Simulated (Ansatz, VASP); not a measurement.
One calculation of SnO2, two programs

```
CELL_PARAMETERS angstrom
1.61863 -2.80354 0.00000
1.61863 0.93451 4.29183
-4.85588 -2.80354 0.00000
ATOMIC_POSITIONS crystal
Sn 0.53361 0.39754 0.96864
Sn 0.96639 0.60246 0.53136
O 0.48406 0.76891 0.79620
O 0.01594 0.69269 0.19100
O 0.48406 0.30731 0.30900
O 0.01594 0.23109 0.70380
```

Change from the starting cell: mode 4 frozen in at -0.440 Å and mode 5 at -0.109 Å (largest displacements).

Alike in both runs: task single point; functional PBE; dispersion D3(BJ); k mesh 8 × 6 × 6; occupations gaussian, width 0.05 eV; no spin polarisation.

|  | VASP | Ansatz |
| --- | --- | --- |
| version | VASP 6.6.1 | Ansatz 0.2.0 |
| potentials or method | VASP PAW PBE potentials, release 64 (Sn_d, O), cutoff 520 eV | scalar-relativistic, plane waves, PAW |
| valence electrons in the cell | 52 | 52 |

|  | VASP | Ansatz | Ansatz less VASP |
| --- | --- | --- | --- |
| gap on the k mesh at the Fermi level (eV) | 0.49 | 0.53 | +0.041 |
| least direct gap on the mesh (eV) | 0.63 | 0.67 | +0.038 |
| pressure (GPa) | -6.0 | -6.6 | -0.59 |
| traceless stress, the component that is largest in VASP (GPa) | -3.52 | -3.13 | +0.393 |
| rms of the force components (eV/Å) | 0.582 | 0.588 | +0.0065 |

Atom by atom the forces differ by 0.029 eV/Å (rms over components).
